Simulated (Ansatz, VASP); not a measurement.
**AlN in VASP and in Ansatz**

The input POSCAR:

```
AlN
1.0
    0.0000000000      2.1140864169      2.2536672846
    2.1140864169      0.0000000000      2.2536672846
    2.1140864169      2.1140864169      0.0000000000
Al N
1 1
Direct
    0.0000000000      0.0000000000      0.0000000000
    0.2500000000      0.2500000000      0.2500000000
```

Contents of INCAR.step1:

```
SYSTEM = AlN
PREC     = Accurate       ! precision mode
ENCUT    = 520            ! plane-wave cutoff, eV
EDIFF    = 1E-5           ! SCF threshold, eV
ISMEAR   = 0              ! smearing method
SIGMA    = 0.01           ! smearing width, eV
LREAL    = .FALSE.        ! projectors in reciprocal space
LASPH    = .TRUE.         ! aspherical terms in the spheres
NELM     = 100            ! most SCF steps
ALGO     = Normal         ! electronic algorithm
ISIF     = 2              ! what is computed and relaxed
LWAVE    = .TRUE.         ! write WAVECAR
NBANDS   = 11             ! bands
GGA      = PE             ! functional
```

INCAR.step2

```
SYSTEM = AlN
PREC     = Accurate       ! precision mode
ENCUT    = 520            ! plane-wave cutoff, eV
EDIFF    = 1E-7           ! SCF threshold, eV
ISMEAR   = 0              ! smearing method
SIGMA    = 0.01           ! smearing width, eV
LREAL    = .FALSE.        ! projectors in reciprocal space
LASPH    = .TRUE.         ! aspherical terms in the spheres
NELM     = 100            ! most SCF steps
ALGO     = Normal         ! electronic algorithm
ISIF     = 2              ! what is computed and relaxed
LWAVE    = .FALSE.        ! write WAVECAR
LCHARG   = .TRUE.         ! write CHGCAR
GGA      = PE             ! functional
LHFCALC  = .TRUE.         ! exact exchange
HFSCREEN = 0.2079         ! screening, 1/A
PRECFOCK = Normal       
LELF     = .TRUE.         ! ELF
LVHAR    = .TRUE.       
NBANDS   = 11             ! bands
ISTART   = 1
```

File KPOINTS:

```
regular mesh
0
G
  8 8 8
  0 0 0
```

Input for Ansatz:

```yaml
crystal:
  lattice:
    - [0.0, 2.1140864169, 2.2536672846]
    - [2.1140864169, 0.0, 2.2536672846]
    - [2.1140864169, 2.1140864169, 0.0]
  atoms:
    - { symbol: Al, position: [0.0, 0.0, 0.0] }
    - { symbol: "N", position: [0.25, 0.25, 0.25] }
kpoints:
  mp_grid: { grid: [8, 8, 8] }
  band_path:
    path:
      - [0.0, 0.0, 0.0]
      - [-0.5, -0.5, 0.0]
      - [-0.375, -0.375, 0.25]
      - [-0.375, 0.0, 0.375]
      - [0.0, 0.0, 0.5]
      - [-0.5, -0.25, 0.25]
      - [0.106771, 0.106771, 0.213542]
      - [0.0, 0.5, 0.5]
    npoints: 1
hamiltonian:
  xc: hse06
scf:
  occupations: { method: fixed }
  n_extra_bands: 4
output:
  forces: true
  stress: true
  eigenvalues: true
  write_density: true
  write_potential: true
  elf: true
  volumetric_format: npy
```

Change from the starting cell: epitaxial_xy strain -3.2%.

Alike in both runs: task single point; functional HSE06; k mesh 8 × 8 × 8; no spin polarisation.

|  | VASP | Ansatz |
| --- | --- | --- |
| version | VASP 6.6.1 | Ansatz 0.2.0 |
| potentials or method | VASP PAW PBE potentials, release 64 (Al, N) | plane waves, PAW |
| plane-wave cutoff (eV) | 520 | 420 |
| occupations | gaussian, width 0.01 eV | fixed |
| valence electrons in the cell | 8 | 8 |

Ansatz gave:

| Property | Result |
| --- | --- |
| gap on the k mesh at the Fermi level (eV) | 4.36 |
| pressure (GPa) | 6.8 |
| traceless stress, the component that is largest in VASP (GPa) | -7.33 |

Question: What did VASP give for the same quantities?

Answer: gap on the k mesh at the Fermi level (eV): 4.36; pressure (GPa): 6.7; traceless stress, the component that is largest in VASP (GPa): -7.37.

Ansatz's warnings: stress exchange threshold loose, stress scf threshold loose.
